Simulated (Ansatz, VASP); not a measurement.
**Li3AsF6: VASP beside Ansatz**

```
CELL_PARAMETERS angstrom
0.00000 3.95867 3.95867
3.95867 0.00000 3.95867
3.95867 3.95867 0.00000
ATOMIC_POSITIONS crystal
Li 0.25000 0.25000 0.25000
Li 0.75000 0.75000 0.75000
Li 0.50000 0.50000 0.50000
As 0.00000 0.00000 0.00000
F 0.25497 0.25497 0.74503
F 0.25497 0.74503 0.74503
F 0.74503 0.74503 0.25497
F 0.25497 0.74503 0.25497
F 0.74503 0.25497 0.74503
F 0.74503 0.25497 0.25497
```

Alike in both runs: functional PBEsol; k mesh 6 × 6 × 6; occupations gaussian, width 0.02 eV; no spin polarisation.

Ansatz relaxed the structure, and its values are those at the end. VASP's run is a single point on that final structure, the one shown.

|  | VASP | Ansatz |
| --- | --- | --- |
| version | VASP 6.6.1 | Ansatz 0.2.0 |
| potentials or method | VASP PAW PBE potentials, release 64 (Li_sv, As, F), cutoff 520 eV | scalar-relativistic, plane waves, PAW |
| valence electrons in the cell | 56 | 66 |

Ansatz gave:

```
gap on the k mesh at the Fermi level (eV) : 3.97
least direct gap on the mesh (eV)         : 4.46
rms of the force components (eV/Å)        : 0.000
```

Q: Which values does VASP return?

A: gap on the k mesh at the Fermi level (eV): 3.98; least direct gap on the mesh (eV): 4.45; rms of the force components (eV/Å): 0.010.

VASP's potentials were made for PBE, not for PBEsol. With one functional, cell and mesh, what is left measures potentials, basis and numerics. VASP's potentials hold 56 valence electrons a cell and Ansatz's 66, so a difference there can come from the potentials and not from the codes.

Noted on VASP's run: the cutoff is under 1.25 times that of the potentials, so the pressure is a little rough.
